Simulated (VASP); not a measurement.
Crystal: Cu.

```xyz
1
Lattice="-1.4428 1.4428 1.3761 1.4428 -1.4428 1.3761 1.4428 1.4428 -1.3761" Properties=species:S:1:pos:R:3 pbc="T T T"
Cu    0.0000    0.0000    0.0000
```

* Program: VASP 6.6.1
* Task: relaxation of cell and atoms
* Functional: PBEsol
* Dispersion: D3(BJ)
* Potentials or basis: VASP PAW PBE potentials, release 64 (Cu)
* Cutoff: 600 eV
* k mesh: 13 × 13 × 13
* Occupations: fermi-dirac, width 0.05 eV
* Spin: no spin polarisation

At the start: pressure -7.8 GPa; volume 11.46 Å³/atom.

**Question.** Where does the relaxation end?

**Answer.** Over 37 steps the energy falls by 15.2 meV/atom and the volume is 10.90 Å³/atom (-4.9 %); space group I4/mmm (No. 139, to 0.1 Å) before and after.

The path:
```csv
step,energy change (eV),largest force (eV/Å),pressure (GPa),volume (Å³)
1,0.0000,0.0000,-7.83,11.46
2,-0.0084,0.0000,4.59,10.55
3,-0.0151,0.0000,-0.55,10.90
4,-0.0150,0.0000,1.74,10.86
5,-0.0151,0.0000,-0.75,10.89
6,-0.0151,0.0000,0.82,10.88
7,-0.0149,0.0000,-1.14,10.96
8,-0.0151,0.0000,-0.03,10.90
9,-0.0151,0.0000,-0.82,10.90
10,-0.0149,0.0000,1.15,10.83
11,-0.0151,0.0000,0.14,10.89
12,-0.0151,0.0000,-0.16,10.89
13,-0.0151,0.0000,0.09,10.89
14,-0.0151,0.0000,-0.66,10.89
15,-0.0150,0.0000,0.89,10.85
16,-0.0151,0.0000,-0.43,10.87
17,-0.0151,0.0000,0.60,10.86
18,-0.0151,0.0000,-0.13,10.87
19,-0.0151,0.0000,0.85,10.86
20,-0.0151,0.0000,0.66,10.87
21,-0.0151,0.0000,0.07,10.89
22,-0.0151,0.0000,0.03,10.90
23,-0.0151,0.0000,-0.19,10.91
24,-0.0151,0.0000,-0.15,10.90
25,-0.0151,0.0000,0.26,10.90
26,-0.0151,0.0000,0.02,10.90
27,-0.0151,0.0000,-0.04,10.90
28,-0.0152,0.0000,-0.06,10.90
29,-0.0152,0.0000,-0.40,10.90
30,-0.0152,0.0000,0.83,10.90
31,-0.0151,0.0000,-0.61,10.90
32,-0.0152,0.0000,-0.35,10.90
33,-0.0152,0.0000,-0.19,10.90
34,-0.0152,0.0000,-0.19,10.90
35,-0.0152,0.0000,-0.16,10.90
36,-0.0152,0.0000,1.68,10.87
37,-0.0152,0.0000,-0.03,10.90
```

Final structure:
```xyz
1
Lattice="-1.4133 1.4133 1.3639 1.4133 -1.4133 1.3639 1.4133 1.4133 -1.3639" Properties=species:S:1:pos:R:3 pbc="T T T"
Cu    0.0000    0.0000    0.0000
```

Caveat: the PAW data sets were made with another functional, which shifts forces and pressure a little.
